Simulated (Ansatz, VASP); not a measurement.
Ga3Se in VASP and in Ansatz

File INCAR:

```
ALGO = Normal ; EDIFF = 1E-7
ENCUT = 520 ; GGA = PE
ISIF = 2 ; ISMEAR = 0
IVDW = 12 ; LASPH = T
LCHARG = F ; LREAL = F
LWAVE = F ; NBANDS = 30
NELM = 60 ; PREC = Accurate
SIGMA = 0.15
```

Contents of KPOINTS:

```
k-points
0
Gamma
  12 12 12
```

The input POSCAR:

```
Ga3Se
1.0
    4.3236103161      0.0000000000      0.0000000000
    0.0000000000      4.4317005740      0.0000000000
    0.0000000000      0.0000000000      4.3236103161
Ga Se
3 1
Direct
    0.0000000000      0.5000000000      0.5000000000
    0.5000000000      0.0000000000      0.5000000000
    0.5000000000      0.5000000000      0.0000000000
    0.0000000000      0.0000000000      0.0000000000
```

Input for Ansatz:

```yaml
crystal:
  lattice:
    - [4.3236103161, 0.0, 0.0]
    - [0.0, 4.431700574, 0.0]
    - [0.0, 0.0, 4.3236103161]
  atoms:
    - { symbol: Ga, position: [0.0, 0.5, 0.5] }
    - { symbol: Ga, position: [0.5, 0.0, 0.5] }
    - { symbol: Ga, position: [0.5, 0.5, 0.0] }
    - { symbol: Se, position: [0.0, 0.0, 0.0] }
basis:
  ecutwfc: 420
kpoints:
  mp_grid: { grid: [12, 12, 12] }
hamiltonian:
  xc: pbe
  dispersion: d3bj
scf:
  occupations: { method: gaussian, width: 0.15 }
output:
  forces: true
  stress: true
  eigenvalues: true
```

Change from the starting cell: strain +0.0250 x Voigt [0, 1, 0, 0, 0, 0], atoms carried along.

Alike in both runs: task single point; functional PBE; dispersion D3(BJ); k mesh 12 × 12 × 12; occupations gaussian, width 0.15 eV; no spin polarisation.

|  | VASP | Ansatz |
| --- | --- | --- |
| version | VASP 6.6.1 | Ansatz 0.2.0 |
| potentials or method | VASP PAW PBE potentials, release 64 (Ga_d, Se), cutoff 520 eV | scalar-relativistic, plane waves, PAW |
| valence electrons in the cell | 45 | 55 |

```tsv
	VASP	Ansatz	Ansatz less VASP
gap on the k mesh at the Fermi level (eV)	none	none	-
pressure (GPa)	-1.0	-1.0	-0.06
traceless stress, the component that is largest in VASP (GPa)	-0.09	-0.08	+0.002
```

A gap of «none» marks a metal or a gap that the smearing closes. VASP's potentials hold 45 valence electrons a cell and Ansatz's 55, so a difference there can come from the potentials and not from the codes.
